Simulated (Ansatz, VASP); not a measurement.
## Sn3Se in VASP and in Ansatz

```
Sn Se
1.0
     4.75273    0.00000    0.00000
     0.00000    4.75273    0.00000
     0.00000    0.00000    4.75273
Sn Se
3 1
Cartesian
  0.0000 2.3764 2.3764
  2.3764 0.0000 2.3764
  2.3764 2.3764 0.0000
  0.0000 0.0000 0.0000
```

Alike in both runs: task relaxation of cell and atoms; functional PBE; k mesh 10 × 10 × 10; occupations gaussian, width 0.1 eV; no spin polarisation.

```csv
,VASP,Ansatz
version,VASP 6.6.1,Ansatz 0.2.0
potentials or method,"VASP PAW PBE potentials, release 64 (Sn_d, Se), cutoff 600 eV","scalar-relativistic, plane waves, PAW"
valence electrons in the cell,48,58
```

|  | VASP | Ansatz | Ansatz less VASP |
| --- | --- | --- | --- |
| gap on the k mesh at the Fermi level, each at its own relaxed structure (eV) | none | none | - |
| relaxed volume (Å³/atom) | 26.84 | 26.84 | 0.000 |
| relaxed length of the cell vector where the two differ most in proportion (Å) | 4.753 | 4.753 | 0.0000 |

A gap of «none» marks a metal or a gap that the smearing closes. VASP's potentials hold 48 valence electrons a cell and Ansatz's 58, so a difference there can come from the potentials and not from the codes.

Noted on VASP's run: the relaxation stopped at its first step, so nothing moved.
